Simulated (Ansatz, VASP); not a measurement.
Nb: VASP beside Ansatz

INCAR

```
SYSTEM = Nb
PREC = Accurate ; ENCUT = 520
EDIFF = 1E-6 ; ISMEAR = -1
SIGMA = 0.1 ; LREAL = .FALSE.
LASPH = .TRUE. ; NELM = 60
ALGO = Normal ; ISIF = 2
LWAVE = .FALSE. ; LCHARG = .FALSE.
GGA = RP ; NBANDS = 12
```

File KPOINTS:

```
Automatic mesh
0
G
  22 22 22
  0 0 0
```

File POSCAR:

```
Nb
1.0
   -1.6862883839      1.6862883839      1.6862883839
    1.6862883839     -1.6862883839      1.6862883839
    1.6862883839      1.6862883839     -1.6862883839
Nb
1
Direct
    0.0000000000      0.0000000000      0.0000000000
```

Input for Ansatz:

```yaml
crystal:
  lattice:
    - [-1.6862883839, 1.6862883839, 1.6862883839]
    - [1.6862883839, -1.6862883839, 1.6862883839]
    - [1.6862883839, 1.6862883839, -1.6862883839]
  atoms:
    - { symbol: Nb, position: [0.0, 0.0, 0.0] }
hamiltonian:
  xc: rpbe
  pseudopotentials:
    kind: paw
    azcp:
      Nb: "pseudopotentials/Nb.paw.azcp"
basis:
  ecutwfc: 420
  fft_grid_basis: typed
kpoints:
  mp_grid: { grid: [22, 22, 22], shift: [0, 0, 0] }
magnetization:
  spin_polarized: false
scf:
  occupations: { method: fermi_dirac, width: 0.1 }
output:
  stress: true
```

Alike in both runs: task single point; functional RPBE; k mesh 22 × 22 × 22; occupations fermi-dirac, width 0.1 eV; no spin polarisation.

```csv
,VASP,Ansatz
version,VASP 6.6.1,Ansatz 0.2.0
potentials or method,"VASP PAW PBE potentials, release 64 (Nb_sv), cutoff 520 eV","plane waves (420 eV) with PAW, scalar-relativistic"
valence electrons in the cell,13,13
```

```tsv
	VASP	Ansatz	Ansatz less VASP
pressure (GPa)	-6.0	-5.7	+0.29
```

VASP's potentials were made for PBE, not for RPBE. With one functional, cell and mesh, what is left measures potentials, basis and numerics.
